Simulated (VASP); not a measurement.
**C: relaxation of shape and atoms at fixed volume with r2SCAN**

Crystal: C.

```
C
1.0
     4.84538    0.00000    0.00000
    -2.99862    3.80604    0.00000
     0.00000    0.00000    2.49960
C
8
Direct
  0.64821 0.98139 0.00000
  0.35179 0.01861 0.00000
  0.01861 0.35179 0.00000
  0.98139 0.64821 0.00000
  0.40473 0.22637 0.50000
  0.59527 0.77363 0.50000
  0.77363 0.59527 0.50000
  0.22637 0.40473 0.50000
```

```json
{
 "Program": "VASP 6.6.1",
 "Task": "relaxation of shape and atoms at fixed volume",
 "Functional": "r2SCAN",
 "Potentials or basis": "VASP PAW PBE potentials, release 64 (C)",
 "Cutoff": "600 eV",
 "k mesh": "6 × 6 × 8",
 "Occupations": "methfessel-paxton, width 0.1 eV",
 "Spin": "no spin polarisation",
 "Dipole correction": "no",
 "Further INCAR settings": "ALGO = Normal; EDIFF = 1e-07; IBRION = 2; EDIFFG = -0.01; NSW = 80; ISIF = 4"
}
```

The energy gained by relaxing is 0.0 meV/atom, the ionic steps are 5 and the pressure after relaxing is 3.4 GPa. The band gap on the k mesh is 3.65 eV, indirect (least direct gap 5.35 eV).

Final structure:
```xyz
8
Lattice="4.8454 0.0003 0.0000 -2.9984 3.8063 0.0000 0.0000 0.0000 2.4993" Properties=species:S:1:pos:R:3 pbc="T T T"
C     0.1984    3.7360    0.0000
C     1.6486    0.0706    0.0000
C    -0.9648    1.3387    0.0000
C     2.8118    2.4679    0.0000
C     1.2822    0.8610    1.2497
C     0.5648    2.9456    1.2497
C     1.9642    2.2665    1.2497
C    -0.1172    1.5400    1.2497
```

Levels at points of the mesh, in eV from the valence-band top:
```csv
k point,band 12,band 13,band 14,band 15,band 16,band 17,band 18,band 19,band 20,band 21
"(0.00, 0.00, 0.00)",-3.39,-2.26,-2.11,-1.94,-1.28,4.88,5.12,5.32,5.53,8.58
"(0.50, 0.00, 0.00)",-4.12,-4.03,-3.03,-2.82,-2.55,5.20,6.37,6.46,7.20,7.44
"(0.50, 0.50, 0.00)",-5.18,-3.37,-0.31,-0.19,0.00,5.35,5.59,6.37,7.12,7.32
"(0.00, 0.00, 0.50)",-6.68,-6.25,-6.24,-3.49,-3.20,7.66,7.99,8.18,8.29,8.61
"(0.50, 0.00, 0.50)",-6.03,-5.19,-5.01,-4.76,-3.30,5.61,6.02,7.00,7.54,7.61
"(0.50, 0.50, 0.50)",-5.97,-5.81,-5.72,-5.48,-5.47,4.39,4.58,5.30,6.06,10.04
```

It took 9.6 min on 1 thread of AMD EPYC 9R45 96-Core Processor (Zen 5), with other jobs on the host, peak memory 0.18 GiB.

Caveat: the PAW data sets were made with another functional, which shifts forces and pressure a little. A k mesh can miss the band edges.
